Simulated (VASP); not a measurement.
Wanted: the native input for a VASP 6.6.1 run.

- Task: relaxation of cell and atoms
- Functional: PBE
- Potentials or basis: VASP PAW PBE potentials, release 64 (Mg, Se)
- Cutoff: 600 eV
- k mesh: 4 × 4 × 4
- Occupations: gaussian, width 0.1 eV
- Spin: no spin polarisation
- Dipole correction: no
- Further INCAR settings: ALGO = Normal; EDIFF = 1e-06; IBRION = 2; EDIFFG = -0.04; NSW = 90; ISIF = 3

The structure of Mg5Se lies in POSCAR:

```
Mg5Se
1.0
    0.0000000000      4.0319001000      4.0319001000
    4.0319001000      0.0000000000      4.0319001000
    4.0319001000      4.0319001000      0.0000000000
Mg Se
5 1
Direct
    0.0000000000      0.0000000000      0.0000000000
    0.3866943800      0.3866943800      0.3866943800
    0.3866943800      0.3866943800      0.8399168600
    0.3866943800      0.8399168600      0.3866943800
    0.8399168600      0.3866943800      0.3866943800
    0.2500000000      0.2500000000      0.2500000000
```

The cell was generated, and may not be a known phase.

These files were run (other wordings do the same):

INCAR

```
SYSTEM = Mg5Se
PREC     = Accurate       ! precision mode
ENCUT    = 600            ! plane-wave cutoff, eV
EDIFF    = 1E-6           ! SCF threshold, eV
ISMEAR   = 0              ! smearing method
SIGMA    = 0.1            ! smearing width, eV
LREAL    = .False.        ! projectors in reciprocal space
LASPH    = .True.         ! aspherical terms in the spheres
NELM     = 100            ! most SCF steps
ALGO     = Normal         ! electronic algorithm
ISIF     = 3              ! what is computed and relaxed
LWAVE    = .False.        ! write WAVECAR
LCHARG   = .False.        ! write CHGCAR
GGA      = PE             ! functional
IBRION   = 2              ! ionic algorithm
NSW      = 90             ! ionic steps
EDIFFG   = -0.04          ! ionic threshold
```

KPOINTS

```
regular mesh
0
Gamma
  4 4 4
  0 0 0
```

Potentials or basis: VASP PAW PBE potentials, release 64 (Mg, Se).

Run with:

```console
$ cat potpaw_PBE.64/Mg/POTCAR potpaw_PBE.64/Se/POTCAR > POTCAR
$ mpirun -np 1 vasp_std > vasp.out
```

Results of the run:

```
Relaxed volume                        : 41.26 Å³/atom
Relaxed cell                          : a = 7.048 Å, b = 7.048 Å, c = 7.048 Å, α = 60.00°, β = 60.00°, γ = 60.00°
Space group after relaxing (to 0.1 Å) : F-43m (No. 216)
Energy gained by relaxing             : 1852.7 meV/atom
Ionic steps                           : 9
Pressure after relaxing               : 0.0 GPa
Largest force after relaxing          : 0.028 eV/Å
Band gap on the k mesh                : zero (bands 8 and 9 overlap by 0.43 eV)
```

Caveat: the volume moved by over 15 % at a fixed basis, so the end points are rough; semilocal functionals underestimate gaps, and a narrow one can read as zero.

It took 94 s on 1 thread of Intel(R) Xeon(R) 6975P-C (Granite Rapids), with other jobs on the host, peak memory 0.33 GiB.
